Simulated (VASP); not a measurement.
Runs of VASP 6.6.1 on Ag. The structure is that of space group P6_3/mmc (No. 194), or close to it. The cells are those of the table. 

| task | level | cell | k mesh | cutoff (eV) | smearing | gap on the mesh (eV) | pressure (GPa) |
| --- | --- | --- | --- | --- | --- | --- | --- |
| relaxation of shape and atoms at fixed volume | PBE | relaxed from a = 2.907, b = 2.907, c = 9.467 Å, angles 90.0, 90.0, 120.0°, 4 atoms | 18 × 18 × 4 | 600 | gaussian 0.1 eV | none | 2.8 |
| single point | PBE | a = 2.904, b = 2.904, c = 9.495 Å, angles 90.0, 90.0, 120.0°, 4 atoms | 18 × 18 × 4 | 520 | fermi-dirac 0.15 eV | none | 2.9 |
| relaxation of cell and atoms | PBE | relaxed from a = 2.886, b = 2.886, c = 10.000 Å, angles 90.0, 90.0, 120.0°, 4 atoms | 18 × 18 × 4 | 600 | gaussian 0.1 eV | none | 0.0 |
| single point | PBE | a = 2.917, b = 2.917, c = 9.508 Å, angles 90.0, 90.0, 120.0°, 4 atoms | 18 × 18 × 4 | 520 | gaussian 0.1 eV | none | 1.7 |
| single point | PBE | a = 2.903, b = 2.903, c = 9.500 Å, angles 90.0, 90.0, 120.0°, 4 atoms | 18 × 18 × 6 | 520 | fermi-dirac 0.15 eV | none | 2.9 |
| single point | PBE | a = 2.877, b = 2.877, c = 9.368 Å, angles 90.0, 90.0, 120.0°, 4 atoms | 18 × 18 × 4 | 520 | gaussian 0.1 eV | none | (a) |
| single point | PBE | a = 2.886, b = 2.886, c = 10.000 Å, angles 90.0, 90.0, 120.0°, 4 atoms | 15 × 15 × 4 | 520 | gaussian 0.1 eV | none | -0.6 |
| single point | revPBE | a = 2.968, b = 2.968, c = 9.670 Å, angles 90.0, 90.0, 120.0°, 4 atoms | 18 × 18 × 4 | 520 | gaussian 0.1 eV | none | -0.1 |

Alike in all rows: potentials or basis VASP PAW PBE potentials, release 64 (Ag); no spin polarisation.

Estimate the missing entries.

(a) 6.5.

Caveats: the relaxation stopped at its first step, so nothing moved (some runs); the PAW data sets were made with another functional, which shifts forces and pressure a little (some runs).

A k mesh can miss the band edges, and the runs leave out spin-orbit coupling on Ag.

A gap of «none» marks levels without a gap at the run's occupations.
